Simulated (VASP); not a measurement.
Wanted: the native input for a VASP 6.6.1 run.

```yaml
Task: single point
Functional: r2SCAN
Potentials_or_basis: VASP PAW PBE potentials, release 64 (Si, C)
Cutoff: 660 eV
k_mesh: 8 × 8 × 8
Occupations: gaussian, width 0.01 eV
Spin: no spin polarisation
Dipole_correction: no
Further_INCAR_settings: ALGO = Normal; EDIFF = 1e-06; NBANDS = 11
```

The system is SiC (Moissanite 3C).

```
Si C
1.0
     3.08041    0.00000    0.00000
     1.54021    2.66772    0.00000
     1.54021    0.88924    2.51515
Si C
1 1
Cartesian
  0.0000 0.0000 0.0000
  1.5402 0.8892 0.6288
```

These files were run (other wordings do the same):

POSCAR

```
SiC
1.0
    3.0804126145      0.0000000001      0.0000000000
    1.5402063073      2.6677155784      0.0000000000
    1.5402063072      0.8892385261      2.5151463675
Si C
1 1
Direct
    0.0000000015     -0.0000000031      0.0000000015
    0.2499999985      0.2500000031      0.2499999985
```

INCAR.step1

```
ALGO = Normal
EDIFF = 1E-5
ENCUT = 660
GGA = PE
GGA_COMPAT = F
ISMEAR = 0
LASPH = T
LCHARG = F
LREAL = F
LWAVE = T
NBANDS = 11
NELM = 120
PREC = Accurate
SIGMA = 0.01
```

INCAR.step2

```
ALGO = Normal
EDIFF = 1E-6
ENCUT = 660
GGA_COMPAT = F
ISIF = 2
ISMEAR = 0
ISTART = 1
LASPH = T
LCHARG = F
LMIXTAU = T
LREAL = F
LWAVE = F
METAGGA = R2SCAN
NBANDS = 11
NELM = 120
PREC = Accurate
SIGMA = 0.01
```

KPOINTS

```
k-points
0
Gamma
  8 8 8
```

Potentials or basis: VASP PAW PBE potentials, release 64 (Si, C).

The run is started by

```bash
$ cat potpaw_PBE.64/Si/POTCAR potpaw_PBE.64/C/POTCAR > POTCAR
$ cp INCAR.step1 INCAR
$ mpirun -np 1 vasp_std > vasp.out
$ cp INCAR.step2 INCAR
$ mpirun -np 1 vasp_std > vasp.out
```

Results of the run:

The pressure is -0.4 GPa and the band gap on the k mesh is 1.73 eV, indirect (least direct gap 5.06 eV).

Caveat: the PAW data sets were made with another functional, which shifts forces and pressure a little.

Run time: 41 s on 1 thread of AMD EPYC 7R43 64-Core Processor (Zen 3), with other jobs on the host, peak memory 0.12 GiB.
